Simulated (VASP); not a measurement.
Write the native input for VASP 6.6.1 that does the following.

* Task: single point
* Functional: PBE
* Potentials or basis: VASP PAW PBE potentials, release 64 (Mn_pv, Hg)
* Cutoff: 520 eV
* k mesh: 5 × 5 × 5
* Occupations: gaussian, width 0.1 eV
* Spin: collinear spin, ferromagnetic start
* Starting moments: [4.0, 0.0, 0.0, 0.0] μB
* Dipole correction: no
* Further INCAR settings: ALGO = Normal; EDIFF = 1e-07; NBANDS = 36

The structure of MnHg3 lies in POSCAR:

```
MnHg3
1.0
    4.4543628128      0.0000000000      0.0000000000
    0.0000000000      4.4543628128      0.0000000000
    0.0000000000      0.0000000000      4.4543628128
Mn Hg
1 3
Direct
    0.0000000000      0.0000000000      0.0000000000
    0.5000000000      0.0000000000      0.5000000000
    0.0000000000      0.5000000000      0.5000000000
    0.5000000000      0.5000000000      0.0000000000
```

One way to write it, as run:

INCAR

```
SYSTEM = MnHg3
PREC = Accurate
ENCUT = 520
EDIFF = 1E-7
ISMEAR = 0
SIGMA = 0.1
LREAL = .False.
LASPH = .True.
NELM = 150
ALGO = Normal
ISIF = 2
LWAVE = .False.
LCHARG = .True.
ISPIN = 2
MAGMOM = 4 0 0 0
LORBIT = 11
LMAXMIX = 4
GGA = PE
LELF = .True.
LVHAR = .True.
NBANDS = 36
```

KPOINTS

```
Automatic mesh
0
Gamma
  5 5 5
  0 0 0
```

Potentials or basis: VASP PAW PBE potentials, release 64 (Mn_pv, Hg).

Command:

```bash
$ cat potpaw_PBE.64/Mn_pv/POTCAR potpaw_PBE.64/Hg/POTCAR > POTCAR
$ mpirun -np 1 vasp_std > vasp.out
```

It gave:

* Pressure: -1.0 GPa
* Net moment: 4.28 μB per cell
* Site moments: Mn +4.11; Hg -0.01 μB
* Valence electrons inside the program's atomic spheres: Mn 11.28; Hg 10.47

Wall time 68 s on 1 thread of Intel Xeon 8259CL, on a shared host, peak memory 0.23 GiB.
